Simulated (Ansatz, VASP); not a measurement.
**One calculation of B2O, two programs**

POSCAR

```
B2O
1.0
    2.5453543051      0.0000000000      0.0000000000
   -1.2726771526      2.2043414899      0.0000000000
    0.0000000000      0.0000000000      9.6611509440
B O
4 2
Direct
    0.0000000000      0.0000000000      0.4097500172
    0.0000000000      0.0000000000      0.5902499828
    0.6666666667      0.3333333333      0.0294197153
    0.3333333333      0.6666666667      0.9705802847
    0.6666666667      0.3333333333      0.3523319061
    0.3333333333      0.6666666667      0.6476680939
```

The input INCAR.step1:

```
SYSTEM = B2O
PREC = Accurate
ENCUT = 520
ISMEAR = 0
SIGMA = 0.1
LREAL = .False.
LASPH = .True.
NELM = 60
NBANDS = 21
GGA = PE
ALGO = Normal
EDIFF = 1E-4
LWAVE = .True.
LCHARG = .False.
```

Contents of INCAR.step2:

```
SYSTEM = B2O
PREC = Accurate
ENCUT = 520
EDIFF = 1E-7
ISMEAR = 0
SIGMA = 0.1
LREAL = .False.
LASPH = .True.
NELM = 60
ALGO = Normal
ISIF = 2
LWAVE = .False.
LCHARG = .True.
METAGGA = R2SCAN
LMIXTAU = .True.
LELF = .True.
LVHAR = .True.
NBANDS = 21
ISTART = 1
```

KPOINTS

```
Automatic mesh
0
Gamma
  18 18 4
  0 0 0
```

Input for Ansatz:

```yaml
crystal:
  lattice:
    - [2.5453543051, 0.0, 0.0]
    - [-1.2726771526, 2.2043414899, 0.0]
    - [0.0, 0.0, 9.661150944]
  atoms:
    - { symbol: B, position: [0.0, 0.0, 0.4097500172] }
    - { symbol: B, position: [0.0, 0.0, 0.5902499828] }
    - { symbol: B, position: [0.6666666667, 0.3333333333, 0.0294197153] }
    - { symbol: B, position: [0.3333333333, 0.6666666667, 0.9705802847] }
    - { symbol: O, position: [0.6666666667, 0.3333333333, 0.3523319061] }
    - { symbol: O, position: [0.3333333333, 0.6666666667, 0.6476680939] }
basis:
  ecutwfc: 500
kpoints:
  mp_grid: { grid: [18, 18, 4] }
  band_path:
    path:
      - [[0.0, 0.0, 0.0], [0.5, 0.0, 0.0], [0.33333333, 0.33333333, 0.0], [0.0, 0.0, 0.0], [0.0, 0.0, 0.5], [0.5, 0.0, 0.5], [0.33333333, 0.33333333, 0.5], [0.0, 0.0, 0.5]]
      - [[0.5, 0.0, 0.5], [0.5, 0.0, 0.0]]
      - [[0.33333333, 0.33333333, 0.5], [0.33333333, 0.33333333, 0.0]]
    npoints: 14
hamiltonian:
  xc: r2scan
scf:
  occupations: { method: gaussian, width: 0.1 }
  n_extra_bands: 15
output:
  forces: true
  stress: true
  eigenvalues: true
  populations: true
  dos: { projected: true, de: 0.02, nscf_kmesh: { grid: [27, 27, 6] } }
  bader: true
  write_density: true
  write_potential: true
  elf: true
  volumetric_format: npy
```

Alike in both runs: task single point; functional r2SCAN; k mesh 18 × 18 × 4; occupations gaussian, width 0.1 eV; no spin polarisation.

```csv
,VASP,Ansatz
version,VASP 6.6.1,Ansatz 0.2.0
potentials or method,"VASP PAW PBE potentials, release 64 (B, O), cutoff 520 eV","scalar-relativistic, plane waves, PAW"
valence electrons in the cell,24,24
```

Ansatz gave:

- gap on the k mesh at the Fermi level (eV): none
- pressure (GPa): -0.3
- traceless stress, the component that is largest in VASP (GPa): 0.16
- rms of the force components (eV/Å): 0.113

**Question.** Estimate VASP's values.

**Answer.** gap on the k mesh at the Fermi level (eV): none; pressure (GPa): 0.2; traceless stress, the component that is largest in VASP (GPa): -0.53; rms of the force components (eV/Å): 0.112.

VASP's potentials were made for PBE, not for r2SCAN. Atom by atom the forces differ by 0.004 eV/Å (rms over components). A gap of «none» marks a metal or a gap that the smearing closes.
